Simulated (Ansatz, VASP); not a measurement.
**KNbC in VASP and in Ansatz**

```
K Nb C
1.0
     4.28525    0.00000    0.00000
     0.00000    4.28525    0.00000
     0.00000    0.00000    4.24814
K Nb C
1 1 1
Direct
  0.50000 0.50000 0.00000
  0.00000 0.00000 0.00000
  0.50000 0.50000 0.50000
```

Alike in both runs: task single point; functional PBE; k mesh 4 × 4 × 4; occupations gaussian, width 0.1 eV; no spin polarisation.

```csv
,VASP,Ansatz
version,VASP 6.6.1,Ansatz 0.2.0
potentials or method,"VASP PAW PBE potentials, release 64 (K_sv, Nb_sv, C), cutoff 520 eV","scalar-relativistic, plane waves, PAW"
valence electrons in the cell,26,26
```

```tsv
	VASP	Ansatz	Ansatz less VASP
gap on the k mesh at the Fermi level (eV)	none	none	-
pressure (GPa)	0.3	0.0	-0.29
traceless stress, the component that is largest in VASP (GPa)	4.56	4.12	-0.445
```

A gap of «none» marks a metal or a gap that the smearing closes. The functional is the same, so the differences come from potentials, cutoffs and numerics.

The k mesh is coarse, so the values compare programs but aren't converged.
